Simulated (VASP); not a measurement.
# BP (F-43m) in VASP: a series of runs

BP is run at these levels: r2SCAN; tasks: single point.

Program: VASP 6.6.1. These are calculated values, not measurements. Logs are shortened: lines on timing, memory, paths and dates and some standing lists are left out, and cuts for length are marked.

## 1. The cell of the first run

The structure is cubic, space group F-43m (No. 216). The conventional cell has a = 4.444 Å, b = 4.444 Å, c = 4.444 Å, α = 90.00°, β = 90.00°, γ = 90.00°. B (site symmetry -43m) has 4 P at 1.92 Å within 2.6 Å. P (site symmetry -43m) has 4 B at 1.92 Å within 2.6 Å.

## 2. Single point, r2SCAN (volume scaled by 0.94)

Contents of POSCAR:

```
BP
1.0
    0.0000000000      2.2219626600      2.2219626600
    2.2219626600      0.0000000000      2.2219626600
    2.2219626600      2.2219626600      0.0000000000
B P
1 1
Direct
    0.0000000000      0.0000000000      0.0000000000
    0.2500000000      0.2500000000      0.2500000000
```

Contents of INCAR.step1:

```
SYSTEM = BP
PREC = Accurate
ENCUT = 520
ISMEAR = 0
SIGMA = 0.02
LREAL = .FALSE.
LASPH = .TRUE.
NELM = 80
NBANDS = 11
GGA = PE
ALGO = Normal
EDIFF = 1E-4
LWAVE = .TRUE.
LCHARG = .FALSE.
```

Contents of INCAR.step2:

```
SYSTEM = BP
PREC = Accurate
ENCUT = 520
EDIFF = 1E-6
ISMEAR = 0
SIGMA = 0.02
LREAL = .FALSE.
LASPH = .TRUE.
NELM = 80
ALGO = Normal
ISIF = 2
LWAVE = .FALSE.
LCHARG = .FALSE.
METAGGA = R2SCAN
LMIXTAU = .TRUE.
NBANDS = 11
ISTART = 1
```

Contents of KPOINTS:

```
regular mesh
0
G
  10 10 10
  0 0 0
```

Potentials or basis: VASP PAW PBE potentials, release 64 (B, P).

On the command line:

```sh
$ cat potpaw_PBE.64/B/POTCAR potpaw_PBE.64/P/POTCAR > POTCAR
$ cp INCAR.step1 INCAR
$ mpirun -np 1 vasp_std > vasp.out
$ cp INCAR.step2 INCAR
$ mpirun -np 1 vasp_std > vasp.out
```

OUTCAR:

```text
SYSTEM = BP
   PREC = Accurate
   ENCUT = 520
   EDIFF = 1E-6
   ISMEAR = 0
   LREAL = .FALSE.
   LASPH = .TRUE.
   NELM = 80
   ISIF = 2
   METAGGA = R2SCAN
   ISTART = 1

 ion  position               nearest neighbor table
   1  0.000  0.000  0.000-   2 1.92   2 1.92   2 1.92   2 1.92
   2  0.250  0.250  0.250-   1 1.92   1 1.92   1 1.92   1 1.92

  LATTYP: Found a face centered cubic cell.
 ALAT       =     4.4439253200

  Lattice vectors:

 A1 = (   0.0000000000,   2.2219626600,   2.2219626600)
 A2 = (   2.2219626600,   0.0000000000,   2.2219626600)
 A3 = (   2.2219626600,   2.2219626600,   0.0000000000)

Analysis of symmetry for initial positions (statically):
=====================================================================
 Subroutine PRICEL returns:
 Original cell was already a primitive cell.

 Routine SETGRP: Setting up the symmetry group for a
 face centered cubic supercell.

 Subroutine GETGRP returns: Found 24 space group operations
 (whereof 24 operations were pure point group operations)
 out of a pool of 48 trial point group operations.

The static configuration has the point symmetry T_d .

Analysis of symmetry for dynamics (positions and initial velocities):
=====================================================================
 Subroutine PRICEL returns:
 Original cell was already a primitive cell.

 Routine SETGRP: Setting up the symmetry group for a
 face centered cubic supercell.

 Subroutine GETGRP returns: Found 24 space group operations
 (whereof 24 operations were pure point group operations)
 out of a pool of 48 trial point group operations.

The dynamic configuration has the point symmetry T_d .

 Subroutine INISYM returns: Found 24 space group operations
 (whereof 24 operations are pure point group operations),
 and found     1 'primitive' translations

----------------------------------------------------------------------------------------

                                     Primitive cell

  volume of cell :      21.9402

  direct lattice vectors                    reciprocal lattice vectors
     0.000000000  2.221962660  2.221962660    -0.225026284  0.225026284  0.225026284
     2.221962660  0.000000000  2.221962660     0.225026284 -0.225026284  0.225026284
     2.221962660  2.221962660  0.000000000     0.225026284  0.225026284 -0.225026284

  length of vectors
     3.142329729  3.142329729  3.142329729     0.389756956  0.389756956  0.389756956

  position of ions in fractional coordinates (direct lattice)
     0.000000000  0.000000000  0.000000000
     0.250000000  0.250000000  0.250000000

  ion indices of the primitive-cell ions
   primitive index   ion index
                 1           1
                 2           2

----------------------------------------------------------------------------------------

 KPOINTS: regular mesh

Automatic generation of k-mesh.
 Grid dimensions read from file:
 generate k-points for:   10   10   10

 Generating k-lattice:

  Cartesian coordinates                     Fractional coordinates (reciprocal lattice)
    -0.022502628  0.022502628  0.022502628     0.100000000  0.000000000  0.000000000
     0.022502628 -0.022502628  0.022502628     0.000000000  0.100000000  0.000000000
     0.022502628  0.022502628 -0.022502628     0.000000000  0.000000000  0.100000000

  Length of vectors
     0.038975696  0.038975696  0.038975696

  Shift w.r.t. Gamma in fractional coordinates (k-lattice)
     0.000000000  0.000000000  0.000000000

 Subroutine IBZKPT returns following result:
 ===========================================

 Found     47 irreducible k-points:

 Following reciprocal coordinates:
            Coordinates               Weight
  0.000000  0.000000  0.000000      1.000000
  0.100000  0.000000  0.000000      8.000000
  0.200000  0.000000  0.000000      8.000000
  0.300000  0.000000  0.000000      8.000000
  0.400000  0.000000  0.000000      8.000000
  0.500000  0.000000  0.000000      4.000000
[... 16 lines left out ...]
  0.300000  0.300000  0.000000      6.000000
  0.400000  0.300000  0.000000     24.000000
 [... further k-points ...]
   k-points           NKPTS =     47   k-points in BZ     NKDIM =     47   number of bands    NBANDS=     11
   number of dos      NEDOS =    301   number of ions     NIONS =      2
   total plane-waves  NPLWV =  13824
   dimension x,y,z NGX =    24 NGY =   24 NGZ =   24
   dimension x,y,z NGXF=    48 NGYF=   48 NGZF=   48
   ions per type =               1   1
   NGX,Y,Z   is equivalent  to a cutoff of  12.70, 12.70, 12.70 a.u.
   NGXF,Y,Z  is equivalent  to a cutoff of  25.39, 25.39, 25.39 a.u.
 SYSTEM =  BP
   PREC   = accura    normal or accurate (medium, high low for compatibility)
   ISTART =      1    job   : 0-new  1-cont  2-samecut
   ICHARG =      0    charge: 1-file 2-atom 10-const
   ISPIN  =      1    spin polarized calculation?
   LNONCOLLINEAR =      F non collinear calculations
   LSORBIT =      F    spin-orbit coupling
   LASPH  =      T    aspherical Exc in radial PAW
   ENCUT  =  520.0 eV  38.22 Ry    6.18 a.u.   5.84  5.84  5.84*2*pi/ulx,y,z
   NELM   =     80;   NELMIN=  2; NELMDL=  0     # of ELM steps
   EDIFF  = 0.1E-05   stopping-criterion for ELM
   LREAL  =      F    real-space projection
   EDIFFG = 0.1E-04   stopping-criterion for IOM
   NSW    =      0    number of steps for IOM
   IBRION =     -1    ionic relax: 0-MD 1-quasi-New 2-CG
   NFREE  =      0    steps in history (QN), initial steepest desc. (CG)
   ISIF   =      2    stress and relaxation
   ISYM   =      2    0-nonsym 1-usesym 2-fastsym
   POTIM  = 0.5000    time-step for ionic-motion
   TEBEG  =    0.0;   TEEND  =   0.0 temperature during run
   PSTRESS=    0.0 pullay stress
   NELECT =       8.0000    total number of electrons
   NUPDOWN=      -1.0000    fix difference up-down
   EMIN   =  10.00;   EMAX   =-10.00  energy-range for DOS
   EFERMI =   0.00;   METHOD = LEGACY
   ISMEAR =     0;   SIGMA  =   0.02  broadening in eV -4-tet -1-fermi 0-gaus
   EFERMI_NEDOS =   21; number of points for ismear=-14 and -15
   IALGO  =     38    algorithm
   IMIX   =      4    mixing-type and parameters
     AMIX     =   0.40;   BMIX     =  1.00
     AMIX_MAG =   1.60;   BMIX_MAG =  1.00
  volume/ion in A,a.u.               =      10.97        74.03
  Fermi-wavevector in a.u.,A,eV,Ry     =   1.169566  2.210159 18.611201  1.367885
  Thomas-Fermi vector in A             =   2.306037
   LORBIT       =      0    0 simple, 1 ext, 2 COOP (PROOUT), +10 PAW based schemes
   METAGGA = R2SCAN    functional components
   LHFCALC =     F    Hartree Fock is set to
   AEXX    =    0.0000 exact exchange contribution
   IVDW    =     0    specifies the selected vdW correction
   LEPSILON=     F    determine dielectric tensor
   LRPA    =     F    only Hartree local field effects (RPA)
 non-spin polarized calculation
 Gauss-broadening in eV      SIGMA  =   0.02
  energy-cutoff  :      520.00
  volume of cell :       21.94
 maximum number of plane-waves:       609
   NGX = 11   NGY = 11   NGZ = 11

 number of electron       8.0000000 magnetization

 Free energy of the ion-electron system (eV)
  ---------------------------------------------------
  ext. energy  EPLUGINS =         0.00000000
  ---------------------------------------------------
  free energy    TOTEN  =       -17.26616915 eV

  energy without entropy =      -17.26616915  energy(sigma->0) =      -17.26616915

 E-fermi :   8.2451     XC(G=0): -11.7880

 val. band max:        8.1532850498   @ k =   0.0000   0.0000   0.0000
 cond. band min:       9.5146228245   @ k =   0.4000   0.4000   0.0000
 fundamental gap:      1.3613377748
 Fermi energy:         8.2450504345

 k-point     1 :       0.0000    0.0000    0.0000
  band No.  band energies     occupation
      1      -8.6976      2.00000
      2       8.1533      2.00000
      3       8.1533      2.00000
      4       8.1533      2.00000
      5      11.8977      0.00000
      6      11.8977      0.00000
      7      11.8977      0.00000
      8      17.1910      0.00000
      9      20.9814      0.00000
     10      20.9814      0.00000
     11      21.0569      0.00000

 k-point     2 :       0.1000    0.0000    0.0000
  band No.  band energies     occupation
      1      -8.4984      2.00000
      2       6.7348      2.00000
      3       7.8251      2.00000
      4       7.8251      2.00000
      5      12.3557      0.00000
      6      12.3557      0.00000
      7      12.4515      0.00000
      8      17.6642      0.00000
      9      20.2682      0.00000
     10      20.2682      0.00000
     11      21.6830      0.00000

 k-point     3 :       0.2000    0.0000    0.0000
  band No.  band energies     occupation
      1      -7.9077      2.00000
      2       4.1735      2.00000
      3       7.2054      2.00000
      4       7.2055      2.00000
      5      12.8159      0.00000
      6      13.1460      0.00000
      7      13.1460      0.00000
      8      18.7097      0.00000
      9      19.6476      0.00000
     10      19.6476      0.00000
     11      22.5615      0.00000

 k-point     4 :       0.3000    0.0000    0.0000
  band No.  band energies     occupation
      1      -6.9546      2.00000
      2       1.5792      2.00000
      3       6.6659      2.00000
      4       6.6659      2.00000
      5      12.8094      0.00000
      6      13.4555      0.00000
      7      13.4555      0.00000
      8      19.3966      0.00000
      9      20.3630      0.00000
     10      20.3630      0.00000
     11      22.9187      0.00000

 k-point     5 :       0.4000    0.0000    0.0000
  band No.  band energies     occupation
      1      -5.7522      2.00000
      2      -0.6658      2.00000
      3       6.3251      2.00000
      4       6.3251      2.00000
      5      12.7303      0.00000
      6      13.3236      0.00000
      7      13.3236      0.00000
      8      19.3985      0.00000
      9      22.3197      0.00000
     10      22.3198      0.00000
     11      23.9650      0.00000
[... 211 lines left out ...]
 k-point    21 :      -0.3000    0.2000    0.0000
  band No.  band energies     occupation
      1      -5.5083      2.00000
      2       0.5117      2.00000
      3       3.0151      2.00000
      4       6.0230      2.00000
      5      12.4612      0.00000
      6      14.8968      0.00000
      7      15.9171      0.00000
      8      18.7186      0.00000
      9      19.2088      0.00000
     10      22.1702      0.00000
     11      26.7774      0.00000

 k-point    22 :      -0.2000    0.2000    0.0000
  band No.  band energies     occupation
      1      -6.6311      2.00000
      2       2.4572      2.00000
      3       3.5224      2.00000
      4       6.7805      2.00000
      5      13.1572      0.00000
      6      14.0175      0.00000
      7      15.2790      0.00000
      8      17.6054      0.00000
      9      18.1859      0.00000
     10      23.2246      0.00000
     11      25.9006      0.00000

 k-point    23 :       0.3000    0.3000    0.0000
  band No.  band energies     occupation
      1      -6.3525      2.00000
      2       2.9741      2.00000
      3       4.5607      2.00000
      4       4.5607      2.00000
      5       9.8488      0.00000
      6      12.3720      0.00000
      7      18.0674      0.00000
      8      18.0674      0.00000
      9      23.0507      0.00000
     10      23.4940      0.00000
     11      26.6953      0.00000

 k-point    24 :       0.4000    0.3000    0.0000
  band No.  band energies     occupation
      1      -5.4286      2.00000
      2       1.4897      2.00000
      3       3.6514      2.00000
      4       4.2348      2.00000
      5      10.1485      0.00000
      6      12.0855      0.00000
      7      18.7235      0.00000
      8      18.8075      0.00000
      9      23.9964      0.00000
     10      24.5637      0.00000
     11      27.2881      0.00000

 [... further k-points ...]
[... 5 lines left out ...]
  --------------------------------------------------------------------------------------
  -------------------------------------------------------------------------------------
  Total        1.5312392      1.5312392      1.5312392      0.0000000      0.0000000     -0.0000000
  in kB      111.8184230    111.8184230    111.8184230      0.0000000      0.0000000     -0.0000000
  external PRESSURE =     111.8184230 kB  Pullay stress =       0.0000000 kB

 VOLUME and BASIS-vectors are now :
 -----------------------------------------------------------------------------
  energy-cutoff  :      520.00
  volume of cell :       21.94
      direct lattice vectors                 reciprocal lattice vectors
     0.000000000  2.221962660  2.221962660    -0.225026284  0.225026284  0.225026284
     2.221962660  0.000000000  2.221962660     0.225026284 -0.225026284  0.225026284
     2.221962660  2.221962660  0.000000000     0.225026284  0.225026284 -0.225026284

 POSITION                                       TOTAL-FORCE (eV/Angst)
 -----------------------------------------------------------------------------------
      0.00000      0.00000      0.00000         0.000000      0.000000      0.000000
      1.11098      1.11098      1.11098        -0.000000     -0.000000     -0.000000
 -----------------------------------------------------------------------------------
    total drift:                                0.000000      0.000000      0.000000

  FREE ENERGIE OF THE ION-ELECTRON SYSTEM (eV)
  ---------------------------------------------------
  free  energy   TOTEN  =       -17.2661691509 eV

  energy  without entropy=      -17.2661691509  energy(sigma->0) =      -17.26616915
```

It took 25 s on 1 thread of Intel Xeon Platinum 8375C at 2.90GHz (Ice Lake), shared host; peak memory 0.14 GiB.

What came out:

| Item | Value |
| --- | --- |
| Free energy | -17.2662 eV |
| Pressure | 11.2 GPa |
| Band gap on the k mesh | 1.36 eV, indirect (least direct gap 3.74 eV) |

Levels at points of the mesh, in eV from the valence-band top:
| k point | band 1 | band 2 | band 3 | band 4 | band 5 | band 6 | band 7 | band 8 |
| --- | --- | --- | --- | --- | --- | --- | --- | --- |
| (0.00, 0.00, 0.00) | -16.85 | 0.00 | 0.00 | 0.00 | 3.74 | 3.74 | 3.74 | 9.04 |
| (0.50, 0.00, 0.00) | -13.11 | -9.97 | -1.94 | -1.94 | 4.54 | 5.07 | 5.07 | 11.16 |
| (0.50, 0.50, 0.00) | -11.34 | -9.47 | -4.58 | -4.58 | 1.41 | 1.86 | 13.69 | 13.69 |

Caveat: the PAW data sets were made with another functional, which shifts forces and pressure a little. A k mesh can miss the band edges.

(Continued in part 2 of 2.)
